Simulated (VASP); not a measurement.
NdHf, 4 atoms in the cell. The structure is tetragonal, space group P4/nmm (No. 129). Conventional cell: a = 3.400 Å, b = 3.400 Å, c = 10.691 Å, α = 90.00°, β = 90.00°, γ = 90.00°. Within 4.5 Å of Nd (site symmetry 4mm) lie 8 Nd at 3.40 to 4.09 Å and 4 Hf at 3.58 Å. Within 4.2 Å of Hf (site symmetry 4mm) lie 8 Hf at 3.17 to 3.40 Å and 4 Nd at 3.58 Å. 

| Quantity | Value |
| --- | --- |
| Program | VASP 6.6.1 |
| Task | relaxation of shape and atoms at fixed volume |
| Functional | PBE |
| Potentials or basis | VASP PAW PBE potentials, release 64 (Nd_3, Hf_pv), 4f in core |
| Cutoff | 500 eV |
| k mesh | 10 × 10 × 4 |
| Occupations | gaussian, width 0.1 eV |
| Spin | no spin polarisation |
| Dipole correction | no |
| Further INCAR settings | ALGO = Normal; EDIFF = 1e-07; IBRION = 2; EDIFFG = -0.01; NSW = 50; ISIF = 4 |

Potentials or basis: VASP PAW PBE potentials, release 64 (Nd_3, Hf_pv), 4f in core.

Launch:

```console
$ cat potpaw_PBE.64/Nd_3/POTCAR potpaw_PBE.64/Hf_pv/POTCAR > POTCAR
$ mpirun -np 1 vasp_std > vasp.out
```

Hardware: 1 thread of Intel(R) Xeon(R) 6975P-C (Granite Rapids), on a shared host.

How long does it take, and how much memory?

Run time: 8.7 min on 1 thread of Intel(R) Xeon(R) 6975P-C (Granite Rapids), on a shared host, peak memory 0.36 GiB. Counts: scf iterations 79, k points 63, ion steps 8.
